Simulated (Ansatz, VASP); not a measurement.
# One calculation of Zn, two programs

Contents of INCAR:

```
SYSTEM = Zn
PREC = Accurate
ENCUT = 520
EDIFF = 1E-7
ISMEAR = -1
SIGMA = 0.05
LREAL = .False.
LASPH = .True.
NELM = 80
ALGO = Normal
ISIF = 2
LWAVE = .False.
LCHARG = .True.
LELF = .True.
LVHAR = .True.
NBANDS = 19
```

The input KPOINTS:

```
regular mesh
0
Gamma
  12 12 7
  0 0 0
```

The input POSCAR:

```
Zn
1.0
    2.7850770257      0.0000000000      0.0000000000
   -1.3925385129      2.4119474558      0.0000000000
    0.0000000000      0.0000000000      4.5118247817
Zn
2
Direct
    0.2533333333      0.6266666667      0.1900000000
    0.7466666667      0.3733333333      0.8100000000
```

Input for Ansatz:

```yaml
crystal:
  lattice:
    - [2.7850770257, 0.0, 0.0]
    - [-1.3925385129, 2.4119474558, 0.0]
    - [0.0, 0.0, 4.5118247817]
  atoms:
    - { symbol: Zn, position: [0.2533333333, 0.6266666667, 0.19] }
    - { symbol: Zn, position: [0.7466666667, 0.3733333333, 0.81] }
kpoints:
  mp_grid: { grid: [12, 12, 7] }
scf:
  occupations: { method: fermi_dirac, width: 0.05 }
hamiltonian:
  xc: lda
  pseudopotentials: { kind: all_electron, lapw: { basis_error: 0.001 } }
output:
  forces: true
  stress: true
  eigenvalues: true
  populations: true
```

Change from the starting cell: shortest bond scaled by 0.76, LAPW.

Alike in both runs: task single point; functional LDA; k mesh 12 × 12 × 7; occupations fermi-dirac, width 0.05 eV; no spin polarisation.

```csv
,VASP,Ansatz
version,VASP 6.6.1,Ansatz 0.2.0
potentials or method,"VASP PAW LDA potentials, release 64 (Zn), cutoff 520 eV","all-electron LAPW, scalar-relativistic"
```

|  | VASP | Ansatz | Ansatz less VASP |
| --- | --- | --- | --- |
| pressure (GPa) | 6.9 | 6.2 | -0.78 |
| traceless stress, the component that is largest in VASP (GPa) | 11.95 | 11.63 | -0.323 |
| rms of the force components (eV/Å) | 2.190 | 2.121 | -0.0690 |

LDA's correlation is that of Perdew and Zunger in VASP and of Perdew and Wang (1992) in Ansatz. Atom by atom the forces differ by 0.069 eV/Å (rms over components). Ansatz ran all-electron here, and VASP with PAW potentials.
